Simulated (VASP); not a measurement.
SiC, 4 atoms in the cell. The structure is hexagonal, space group P6_3mc (No. 186). The conventional cell has a = 3.120 Å, b = 3.120 Å, c = 4.983 Å, α = 90.00°, β = 90.00°, γ = 120.00°. Si (site symmetry 3m) has 4 C at 1.88 to 1.95 Å within 2.5 Å. Within 2.5 Å of C (site symmetry 3m) lie 4 Si at 1.88 to 1.95 Å.  This cell differs from its parent crystal: c/a of the conventional cell at fixed volume 1.5972.

- Program: VASP 6.6.1
- Task: single point
- Functional: PBE
- Potentials or basis: VASP PAW PBE potentials, release 64 (Si, C)
- Cutoff: 520 eV
- k mesh: 12 × 12 × 6
- Occupations: gaussian, width 0.05 eV
- Spin: no spin polarisation
- Dipole correction: no
- Further INCAR settings: ALGO = Normal; EDIFF = 1e-06; NBANDS = 16

Potentials or basis: VASP PAW PBE potentials, release 64 (Si, C).

Launch:

```sh
$ cat potpaw_PBE.64/Si/POTCAR potpaw_PBE.64/C/POTCAR > POTCAR
$ mpirun -np 1 vasp_std > vasp.out
```

Hardware: 1 thread of Intel Xeon 6975P-C (shared host).

Question: How long does it take, and how much memory?

Answer: Run time: 31 s on 1 thread of Intel Xeon 6975P-C, on a shared host, peak memory 0.18 GiB. Counts: scf iterations 13, k points 76.
